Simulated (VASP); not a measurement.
Al8H: single point with PBE

System: Al8H, a slab with vacuum.

```
Al H
1.0
     5.71352    0.00000    0.00000
     0.00000    8.08013    0.00000
     0.00000    0.00000   22.24328
Al H
16 2
Direct
  0.25000 0.25000 0.17983
  0.25000 0.75000 0.17983
  0.75000 0.25000 0.17983
  0.75000 0.75000 0.17983
  0.00000 0.00000 0.24405
  0.00000 0.50000 0.24405
  0.50000 0.00000 0.24405
  0.50000 0.50000 0.24405
  0.25000 0.25000 0.31026
  0.25000 0.75000 0.31026
  0.75000 0.25000 0.31026
  0.75000 0.75000 0.31026
  0.00000 0.00000 0.37060
  0.00000 0.50000 0.37060
  0.50000 0.00000 0.37060
  0.50000 0.50000 0.37060
  0.75000 0.95359 0.50547
  0.75000 0.04641 0.50547
```

```json
{"Program": "VASP 6.6.1", "Task": "single point", "Functional": "PBE", "Potentials or basis": "VASP PAW PBE potentials, release 64 (Al, H)", "Cutoff": "520 eV", "k mesh": "5 × 4 × 1", "Occupations": "gaussian, width 0.1 eV", "Spin": "no spin polarisation"}
```

```json
{"Largest force": "0.213 eV/Å", "Band gap on the k mesh": "zero (bands 25 and 26 overlap by 0.49 eV)"}
```

Forces on the atoms (eV/Å):
```
Al   0.000  0.008  0.201
Al   0.000 -0.008  0.201
Al   0.000  0.000  0.213
Al   0.000  0.000  0.213
Al   0.008  0.000 -0.206
Al   0.007  0.000 -0.207
Al  -0.008  0.000 -0.206
Al  -0.007  0.000 -0.207
Al   0.000 -0.006 -0.027
Al   0.000  0.006 -0.027
Al   0.000 -0.013 -0.002
Al   0.000  0.013 -0.002
Al   0.034  0.000 -0.065
Al   0.003  0.000  0.005
Al  -0.034  0.000 -0.065
Al  -0.003  0.000  0.005
H    0.000  0.003  0.089
H    0.000 -0.003  0.089
```

Levels at points of the mesh, in eV from the Fermi level:
| k point | band 21 | band 22 | band 23 | band 24 | band 25 | band 26 | band 27 | band 28 | band 29 | band 30 |
| --- | --- | --- | --- | --- | --- | --- | --- | --- | --- | --- |
| (0.00, 0.00, 0.00) | -1.62 | -1.42 | -0.83 | -0.76 | -0.55 | -0.15 | -0.15 | 0.21 | 1.20 | 1.27 |
| (0.00, 0.50, 0.00) | -1.10 | -0.95 | -0.95 | -0.88 | -0.87 | 0.23 | 0.23 | 0.24 | 0.25 | 1.16 |

It took 11 min on 1 thread of Intel(R) Xeon(R) 6975P-C (Granite Rapids), on a shared host, peak memory 0.89 GiB.
